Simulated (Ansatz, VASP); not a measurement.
# NaPbF3: VASP beside Ansatz

POSCAR

```
NaPbF3
1.0
    4.6958791531      0.0000000000      0.0000000000
    0.0000000000      4.6958791531      0.0000000000
    0.0000000000      0.0000000000      4.7907238903
Na Pb F
1 1 3
Direct
    0.0000000000      0.0000000000      0.0000000000
    0.5000000000      0.5000000000      0.5000000000
    0.5000000000      0.5000000000      0.0000000000
    0.5000000000      0.0000000000      0.5000000000
    0.0000000000      0.5000000000      0.5000000000
```

Contents of INCAR.step1:

```
  PREC = Accurate
  ENCUT = 520
  ISMEAR = 0
  SIGMA = 0.01
  LREAL = False
  LASPH = True
  NELM = 60
  NBANDS = 29
  GGA = PE
  ALGO = Normal
  EDIFF = 1E-4
  LWAVE = True
  LCHARG = False
```

The input INCAR.step2:

```
  PREC = Accurate
  ENCUT = 520
  EDIFF = 1E-6
  ISMEAR = 0
  SIGMA = 0.01
  LREAL = False
  LASPH = True
  NELM = 60
  ALGO = Normal
  ISIF = 2
  LWAVE = False
  LCHARG = True
  METAGGA = R2SCAN
  LMIXTAU = True
  LELF = True
  LVHAR = True
  NBANDS = 29
  ISTART = 1
```

KPOINTS

```
Automatic mesh
0
Gamma
  6 6 6
```

Input for Ansatz:

```yaml
crystal:
  lattice:
    - [4.6958791531, 0.0, 0.0]
    - [0.0, 4.6958791531, 0.0]
    - [0.0, 0.0, 4.7907238903]
  atoms:
    - { symbol: Na, position: [0.0, 0.0, 0.0] }
    - { symbol: Pb, position: [0.5, 0.5, 0.5] }
    - { symbol: F, position: [0.5, 0.5, 0.0] }
    - { symbol: F, position: [0.5, 0.0, 0.5] }
    - { symbol: F, position: [0.0, 0.5, 0.5] }
kpoints:
  mp_grid: { grid: [6, 6, 6] }
  band_path:
    path: [[0.0, 0.0, 0.0], [0.0, 0.5, 0.0], [0.5, 0.5, 0.0], [0.5, 0.5, 0.5]]
    npoints: 1
hamiltonian:
  xc: r2scan
scf:
  occupations: { method: fixed }
  n_extra_bands: 5
output:
  forces: true
  stress: true
  eigenvalues: true
```

Change from the starting cell: epitaxial_xy strain -1.5%.

Alike in both runs: task single point; functional r2SCAN; k mesh 6 × 6 × 6; no spin polarisation.

|  | VASP | Ansatz |
| --- | --- | --- |
| version | VASP 6.6.1 | Ansatz 0.2.0 |
| potentials or method | VASP PAW PBE potentials, release 64 (Na_pv, Pb_d, F) | plane waves, PAW |
| plane-wave cutoff (eV) | 520 | 500 |
| occupations | gaussian, width 0.01 eV | fixed |
| valence electrons in the cell | 42 | 44 |

```tsv
	VASP	Ansatz	Ansatz less VASP
gap on the k mesh at the Fermi level (eV)	2.19	2.18	-0.014
pressure (GPa)	1.2	1.2	-0.01
traceless stress, the component that is largest in VASP (GPa)	-1.27	-1.21	+0.056
```

VASP's potentials were made for PBE, not for r2SCAN. VASP's potentials hold 42 valence electrons a cell and Ansatz's 44, so a difference there can come from the potentials and not from the codes.

Spin-orbit coupling is off throughout.
